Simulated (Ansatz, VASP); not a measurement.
# BN: VASP beside Ansatz

```xyz
2
Lattice="2.4160 0.0000 0.0000 -1.2080 2.0923 0.0000 0.0000 0.0000 26.0000" Properties=species:S:1:pos:R:3 pbc="T T T"
B     0.0000    0.0000   13.0715
N     1.2080    0.6974   12.9285
```

Alike in both runs: task single point; functional PBE; dispersion D3(BJ); k mesh 12 × 12 × 1; occupations gaussian, width 0.02 eV; no spin polarisation.

|  | VASP | Ansatz |
| --- | --- | --- |
| version | VASP 6.6.1 | Ansatz 0.2.0 |
| potentials or method | VASP PAW PBE potentials, release 64 (B, N), cutoff 520 eV | scalar-relativistic, plane waves, PAW |
| valence electrons in the cell | 8 | 8 |

Ansatz gave:

```
gap on the k mesh at the Fermi level (eV) : 4.13
least direct gap on the mesh (eV)         : 4.83
rms of the force components (eV/Å)        : 1.115
```

Question: Which values does VASP return?

Answer: gap on the k mesh at the Fermi level (eV): 4.13; least direct gap on the mesh (eV): 4.83; rms of the force components (eV/Å): 1.121.

Atom by atom the forces differ by 0.006 eV/Å (rms over components).
